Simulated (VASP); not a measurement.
Wanted: the native input for a VASP 6.6.1 run.

* Task: single point
* Functional: PBEsol
* Potentials or basis: VASP PAW PBE potentials, release 64 (Al, Ru_pv)
* Cutoff: 520 eV
* k mesh: 8 × 8 × 4
* Occupations: fermi-dirac, width 0.15 eV
* Spin: no spin polarisation
* Dipole correction: no
* Further INCAR settings: ALGO = Fast; EDIFF = 1e-07; NBANDS = 45

The structure of Al6Ru lies in POSCAR:

```
Al6Ru
1.0
    3.7326702689     -3.2646788323      0.0000000000
    3.7326702689      3.2646788323      0.0000000000
    0.0000000000      0.0000000000      8.9390688032
Al Ru
12 2
Direct
    0.3198770496      0.3198770496      0.0000000000
    0.6801229504      0.6801229504      0.5000000000
    0.6801229504      0.6801229504      0.0000000000
    0.3198770496      0.3198770496      0.5000000000
    0.8578655552      0.1421344448      0.0985979485
    0.1421344448      0.8578655552      0.5985979485
    0.8578655552      0.1421344448      0.4014020515
    0.1421344448      0.8578655552      0.9014020515
    0.0217136524      0.6179548186      0.2500000000
    0.9782863476      0.3820451814      0.7500000000
    0.3820451814      0.9782863476      0.2500000000
    0.6179548186      0.0217136524      0.7500000000
    0.5363305441      0.4636694559      0.2500000000
    0.4636694559      0.5363305441      0.7500000000
```

One way to write it, as run:

INCAR

```
SYSTEM = Al6Ru
  ALGO = Fast
  EDIFF = 1E-7
  ENCUT = 520
  GGA = PS
  ISIF = 2
  ISMEAR = -1
  LASPH = .True.
  LCHARG = .False.
  LREAL = .False.
  LWAVE = .False.
  NBANDS = 45
  NELM = 60
  PREC = Accurate
  SIGMA = 0.15
```

KPOINTS

```
k-points
0
Gamma
  8 8 4
  0 0 0
```

Potentials or basis: VASP PAW PBE potentials, release 64 (Al, Ru_pv).

The run is started by

```console
$ cat potpaw_PBE.64/Al/POTCAR potpaw_PBE.64/Ru_pv/POTCAR > POTCAR
$ mpirun -np 1 vasp_std > vasp.out
```

Results of the run:

| Item | Value |
| --- | --- |
| Pressure | 0.1 GPa |
| Largest force | 0.008 eV/Å |
| Band gap on the k mesh | zero (band 32 reaches 9.13 eV, above the bottom of band 33 at 8.64 eV) |

Caveat: the PAW data sets were made with another functional, which shifts forces and pressure a little.

Wall time 26 min on 1 thread of Oxide Virtual Turin-like Processor, with other jobs on the host, peak memory 0.59 GiB.
